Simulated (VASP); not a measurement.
# LiF (Fm-3m) in VASP: further runs

Runs on LiF. Level: LDA. Tasks: single point.

All numbers are computed with VASP 6.6.1; they aren't measurements. Logs are shortened: lines on timing, memory, paths and dates and some standing lists are left out, and cuts for length are marked.

## (1) The cell of the first run

Symmetry: Fm-3m, No. 225, cubic system. The conventional cell has a = 3.883 Å, b = 3.883 Å, c = 3.883 Å, α = 90.00°, β = 90.00°, γ = 90.00°. Li (site symmetry m-3m) has 6 F at 1.94 Å within 2.6 Å. Within 2.6 Å of F (site symmetry m-3m) lie 6 Li at 1.94 Å.

## (2) Single point, LDA (volume scaled by 0.98)

The input, INCAR:

```
ALGO     = Normal         # electronic algorithm
EDIFF    = 1E-7           # SCF threshold, eV
ENCUT    = 520            # plane-wave cutoff, eV
GGA      = CA             # functional
ISIF     = 2              # what is computed and relaxed
ISMEAR   = 0              # smearing method
LASPH    = T              # aspherical terms in the spheres
LCHARG   = T              # write CHGCAR
LELF     = T              # ELF
LREAL    = F              # projectors in reciprocal space
LVHAR    = T            
LWAVE    = F              # write WAVECAR
NBANDS   = 12             # bands
NELM     = 80             # most SCF steps
PREC     = Accurate       # precision mode
SIGMA    = 0.01           # smearing width, eV
```

The input, KPOINTS:

```
k-points
0
Gamma
  10 10 10
```

The input, POSCAR:

```
LiF
1.0
    0.0000000000      1.9413368826      1.9413368826
    1.9413368826      0.0000000000      1.9413368826
    1.9413368826      1.9413368826      0.0000000000
Li F
1 1
Direct
    0.0000000000      0.0000000000      0.0000000000
    0.5000000000      0.5000000000      0.5000000000
```

Potentials or basis: VASP PAW LDA potentials, release 64 (Li_sv, F).

On the command line:

```bash
> cat potpaw_LDA.64/Li_sv/POTCAR potpaw_LDA.64/F/POTCAR > POTCAR
> mpirun -np 1 vasp_std > vasp.out
```

OUTCAR:

```text
EDIFF = 1E-7
   ENCUT = 520
   GGA = CA
   ISIF = 2
   ISMEAR = 0
   LASPH = T
   LREAL = F
   NELM = 80
   PREC = Accurate

 ion  position               nearest neighbor table
   1  0.000  0.000  0.000-   2 1.94   2 1.94   2 1.94   2 1.94   2 1.94   2 1.94
   2  0.500  0.500  0.500-   1 1.94   1 1.94   1 1.94   1 1.94   1 1.94   1 1.94

  LATTYP: Found a face centered cubic cell.
 ALAT       =     3.8826737652

  Lattice vectors:

 A1 = (   0.0000000000,   1.9413368826,   1.9413368826)
 A2 = (   1.9413368826,   0.0000000000,   1.9413368826)
 A3 = (   1.9413368826,   1.9413368826,   0.0000000000)

Analysis of symmetry for initial positions (statically):
=====================================================================
 Subroutine PRICEL returns:
 Original cell was already a primitive cell.

 Routine SETGRP: Setting up the symmetry group for a
 face centered cubic supercell.

 Subroutine GETGRP returns: Found 48 space group operations
 (whereof 48 operations were pure point group operations)
 out of a pool of 48 trial point group operations.

The static configuration has the point symmetry O_h .

Analysis of symmetry for dynamics (positions and initial velocities):
=====================================================================
 Subroutine PRICEL returns:
 Original cell was already a primitive cell.

 Routine SETGRP: Setting up the symmetry group for a
 face centered cubic supercell.

 Subroutine GETGRP returns: Found 48 space group operations
 (whereof 48 operations were pure point group operations)
 out of a pool of 48 trial point group operations.

The dynamic configuration has the point symmetry O_h .

 Subroutine INISYM returns: Found 48 space group operations
 (whereof 48 operations are pure point group operations),
 and found     1 'primitive' translations

----------------------------------------------------------------------------------------

                                     Primitive cell

  volume of cell :      14.6330

  direct lattice vectors                    reciprocal lattice vectors
     0.000000000  1.941336883  1.941336883    -0.257554474  0.257554474  0.257554474
     1.941336883  0.000000000  1.941336883     0.257554474 -0.257554474  0.257554474
     1.941336883  1.941336883  0.000000000     0.257554474  0.257554474 -0.257554474

  length of vectors
     2.745464949  2.745464949  2.745464949     0.446097435  0.446097435  0.446097435

  position of ions in fractional coordinates (direct lattice)
     0.000000000  0.000000000  0.000000000
     0.500000000  0.500000000  0.500000000

  ion indices of the primitive-cell ions
   primitive index   ion index
                 1           1
                 2           2

----------------------------------------------------------------------------------------

 KPOINTS: k-points

Automatic generation of k-mesh.
 Grid dimensions read from file:
 generate k-points for:   10   10   10

 Generating k-lattice:

  Cartesian coordinates                     Fractional coordinates (reciprocal lattice)
    -0.025755447  0.025755447  0.025755447     0.100000000  0.000000000  0.000000000
     0.025755447 -0.025755447  0.025755447     0.000000000  0.100000000  0.000000000
     0.025755447  0.025755447 -0.025755447     0.000000000  0.000000000  0.100000000

  Length of vectors
     0.044609743  0.044609743  0.044609743

  Shift w.r.t. Gamma in fractional coordinates (k-lattice)
     0.000000000  0.000000000  0.000000000

 Subroutine IBZKPT returns following result:
 ===========================================

 Found     47 irreducible k-points:

 Following reciprocal coordinates:
            Coordinates               Weight
  0.000000  0.000000  0.000000      1.000000
  0.100000  0.000000  0.000000      8.000000
  0.200000  0.000000  0.000000      8.000000
  0.300000  0.000000  0.000000      8.000000
  0.400000  0.000000  0.000000      8.000000
  0.500000  0.000000  0.000000      4.000000
[... 16 lines left out ...]
  0.300000  0.300000  0.000000      6.000000
  0.400000  0.300000  0.000000     24.000000
 [... further k-points ...]
   k-points           NKPTS =     47   k-points in BZ     NKDIM =     47   number of bands    NBANDS=     12
   number of dos      NEDOS =    301   number of ions     NIONS =      2
   total plane-waves  NPLWV =   8000
   dimension x,y,z NGX =    20 NGY =   20 NGZ =   20
   dimension x,y,z NGXF=    40 NGYF=   40 NGZF=   40
   ions per type =               1   1
   NGX,Y,Z   is equivalent  to a cutoff of  12.11, 12.11, 12.11 a.u.
   NGXF,Y,Z  is equivalent  to a cutoff of  24.22, 24.22, 24.22 a.u.
 SYSTEM =  unknown system
   PREC   = accura    normal or accurate (medium, high low for compatibility)
   ISTART =      0    job   : 0-new  1-cont  2-samecut
   ICHARG =      2    charge: 1-file 2-atom 10-const
   ISPIN  =      1    spin polarized calculation?
   LNONCOLLINEAR =      F non collinear calculations
   LSORBIT =      F    spin-orbit coupling
   LASPH  =      T    aspherical Exc in radial PAW
   ENCUT  =  520.0 eV  38.22 Ry    6.18 a.u.   5.10  5.10  5.10*2*pi/ulx,y,z
   NELM   =     80;   NELMIN=  2; NELMDL= -5     # of ELM steps
   EDIFF  = 0.1E-06   stopping-criterion for ELM
   LREAL  =      F    real-space projection
   EDIFFG = 0.1E-05   stopping-criterion for IOM
   NSW    =      0    number of steps for IOM
   IBRION =     -1    ionic relax: 0-MD 1-quasi-New 2-CG
   NFREE  =      0    steps in history (QN), initial steepest desc. (CG)
   ISIF   =      2    stress and relaxation
   ISYM   =      2    0-nonsym 1-usesym 2-fastsym
   POTIM  = 0.5000    time-step for ionic-motion
   TEBEG  =    0.0;   TEEND  =   0.0 temperature during run
   PSTRESS=    0.0 pullay stress
   NELECT =      10.0000    total number of electrons
   NUPDOWN=      -1.0000    fix difference up-down
   EMIN   =  10.00;   EMAX   =-10.00  energy-range for DOS
   EFERMI =   0.00;   METHOD = LEGACY
   ISMEAR =     0;   SIGMA  =   0.01  broadening in eV -4-tet -1-fermi 0-gaus
   EFERMI_NEDOS =   21; number of points for ismear=-14 and -15
   IALGO  =     38    algorithm
   IMIX   =      4    mixing-type and parameters
     AMIX     =   0.40;   BMIX     =  1.00
     AMIX_MAG =   1.60;   BMIX_MAG =  1.00
  volume/ion in A,a.u.               =       7.32        49.37
  Fermi-wavevector in a.u.,A,eV,Ry     =   1.441996  2.724977 28.291291  2.079351
  Thomas-Fermi vector in A             =   2.560565
   LORBIT       =      0    0 simple, 1 ext, 2 COOP (PROOUT), +10 PAW based schemes
   GGA     = CA    functional components
   LHFCALC =     F    Hartree Fock is set to
   AEXX    =    0.0000 exact exchange contribution
   IVDW    =     0    specifies the selected vdW correction
   LEPSILON=     F    determine dielectric tensor
   LRPA    =     F    only Hartree local field effects (RPA)
 non-spin polarized calculation
 Gauss-broadening in eV      SIGMA  =   0.01
  energy-cutoff  :      520.00
  volume of cell :       14.63
 maximum number of plane-waves:       411
   NGX = 11   NGY = 11   NGZ = 11

 number of electron      10.0000000 magnetization

 number of electron       9.9999974 magnetization

 Free energy of the ion-electron system (eV)
  ---------------------------------------------------
  ext. energy  EPLUGINS =         0.00000000
  ---------------------------------------------------
  free energy    TOTEN  =       -10.49810515 eV

  energy without entropy =      -10.49810515  energy(sigma->0) =      -10.49810515

 E-fermi :  -0.4717     XC(G=0): -11.2307

 val. band max:       -0.5664316348   @ k =   0.0000   0.0000   0.0000
 cond. band min:       9.3286277377   @ k =   0.0000   0.0000   0.0000
 fundamental gap:      9.8950593725
 Fermi energy:        -0.4716745219

 k-point     1 :       0.0000    0.0000    0.0000
  band No.  band energies     occupation
      1     -40.1335      2.00000
      2     -20.4575      2.00000
      3      -0.5664      2.00000
      4      -0.5664      2.00000
      5      -0.5664      2.00000
      6       9.3286      0.00000
      7      24.3306      0.00000
      8      24.3306      0.00000
      9      24.3306      0.00000
     10      24.4285      0.00000
     11      24.4285      0.00000
     12      24.4285      0.00000

 k-point     2 :       0.1000    0.0000    0.0000
  band No.  band energies     occupation
      1     -40.1228      2.00000
      2     -20.4104      2.00000
      3      -0.8953      2.00000
      4      -0.5941      2.00000
      5      -0.5941      2.00000
      6       9.6064      0.00000
      7      21.3052      0.00000
      8      22.8827      0.00000
      9      22.8827      0.00000
     10      25.6110      0.00000
     11      25.6110      0.00000
     12      25.7755      0.00000

 k-point     3 :       0.2000    0.0000    0.0000
  band No.  band energies     occupation
      1     -40.0952      2.00000
      2     -20.2860      2.00000
      3      -1.6891      2.00000
      4      -0.6647      2.00000
      5      -0.6647      2.00000
      6      10.1729      0.00000
      7      18.7746      0.00000
      8      21.2514      0.00000
      9      21.2514      0.00000
     10      26.8770      0.00000
     11      27.0497      0.00000
     12      27.0497      0.00000
[... 286 lines left out ...]
 k-point    23 :       0.3000    0.3000    0.0000
  band No.  band energies     occupation
      1     -40.0414      2.00000
      2     -19.9295      2.00000
      3      -2.8080      2.00000
      4      -1.3737      2.00000
      5      -1.3737      2.00000
      6      12.4671      0.00000
      7      17.5327      0.00000
      8      19.2208      0.00000
      9      20.5948      0.00000
     10      20.5948      0.00000
     11      35.5229      0.00000
     12      36.2633      0.00000

 k-point    24 :       0.4000    0.3000    0.0000
  band No.  band energies     occupation
      1     -40.0212      2.00000
      2     -19.7832      2.00000
      3      -3.3262      2.00000
      4      -1.6274      2.00000
      5      -1.4920      2.00000
      6      13.2372      0.00000
      7      16.4471      0.00000
      8      18.7804      0.00000
      9      20.3377      0.00000
     10      21.4395      0.00000
     11      35.6298      0.00000
     12      35.9475      0.00000

 [... further k-points ...]
[... 5 lines left out ...]
  --------------------------------------------------------------------------------------
  -------------------------------------------------------------------------------------
  Total        0.1445257      0.1445257      0.1445257      0.0000000      0.0000000      0.0000000
  in kB       15.8242425     15.8242425     15.8242425      0.0000000      0.0000000      0.0000000
  external PRESSURE =      15.8242425 kB  Pullay stress =       0.0000000 kB

 VOLUME and BASIS-vectors are now :
 -----------------------------------------------------------------------------
  energy-cutoff  :      520.00
  volume of cell :       14.63
      direct lattice vectors                 reciprocal lattice vectors
     0.000000000  1.941336883  1.941336883    -0.257554474  0.257554474  0.257554474
     1.941336883  0.000000000  1.941336883     0.257554474 -0.257554474  0.257554474
     1.941336883  1.941336883  0.000000000     0.257554474  0.257554474 -0.257554474

 POSITION                                       TOTAL-FORCE (eV/Angst)
 -----------------------------------------------------------------------------------
      0.00000      0.00000      0.00000        -0.000000      0.000000     -0.000000
      1.94134      1.94134      1.94134         0.000000     -0.000000      0.000000
 -----------------------------------------------------------------------------------
    total drift:                                0.000000      0.000000      0.000000

  FREE ENERGIE OF THE ION-ELECTRON SYSTEM (eV)
  ---------------------------------------------------
  free  energy   TOTEN  =       -10.4981051466 eV

  energy  without entropy=      -10.4981051466  energy(sigma->0) =      -10.49810515
```

Wall time 6.1 s (1 thread of Intel Xeon Platinum 8259CL at 2.50GHz (Skylake/Cascade Lake), shared host); peak memory 0.11 GiB.

Results:

```
Free energy            : -10.4981 eV
Band gap on the k mesh : 9.89 eV, direct
```

Caveat: the cutoff is under 1.25 times the usual one of these potentials, so pressure, stress and relaxed cells hold a basis-set (Pulay) error. A k mesh can miss the band edges.

## (3) Single point, LDA (volume scaled by 1.02)

The input, INCAR:

```
PREC = Accurate
ENCUT = 520
EDIFF = 1E-7
ISMEAR = 0
SIGMA = 0.01
LREAL = F
LASPH = T
NELM = 80
ALGO = Normal
ISIF = 2
LWAVE = F
LCHARG = F
NBANDS = 12
```

The input, KPOINTS:

```
Automatic mesh
0
Gamma
  10 10 10
```

The input, POSCAR:

```
LiF
1.0
    0.0000000000      1.9673982056      1.9673982056
    1.9673982056      0.0000000000      1.9673982056
    1.9673982056      1.9673982056      0.0000000000
Li F
1 1
Direct
    0.0000000000      0.0000000000      0.0000000000
    0.5000000000      0.5000000000      0.5000000000
```

Potentials or basis: VASP PAW LDA potentials, release 64 (Li_sv, F).

On the command line:

```bash
> cat potpaw_LDA.64/Li_sv/POTCAR potpaw_LDA.64/F/POTCAR > POTCAR
> mpirun -np 1 vasp_std > vasp.out
```

It took 6.2 s on 1 thread of Intel Xeon Platinum 8259CL at 2.50GHz (Skylake/Cascade Lake), shared host; peak memory 0.12 GiB.

The run converged. Its results:

| Quantity | Value |
| --- | --- |
| Free energy | -10.4993 eV |
| Band gap on the k mesh | 9.49 eV, direct |

Levels at points of the mesh, in eV from the valence-band top:
```tsv
k point	band 3	band 4	band 5	band 6	band 7	band 8
(0.00, 0.00, 0.00)	0.00	0.00	0.00	9.49	24.37	24.37
(0.50, 0.00, 0.00)	-2.80	-0.26	-0.26	10.74	17.22	18.95
(0.50, 0.50, 0.00)	-3.44	-1.14	-1.14	15.08	16.35	18.01
```

Caveat: the cutoff is under 1.25 times the usual one of these potentials, so pressure, stress and relaxed cells hold a basis-set (Pulay) error. A k mesh can miss the band edges.
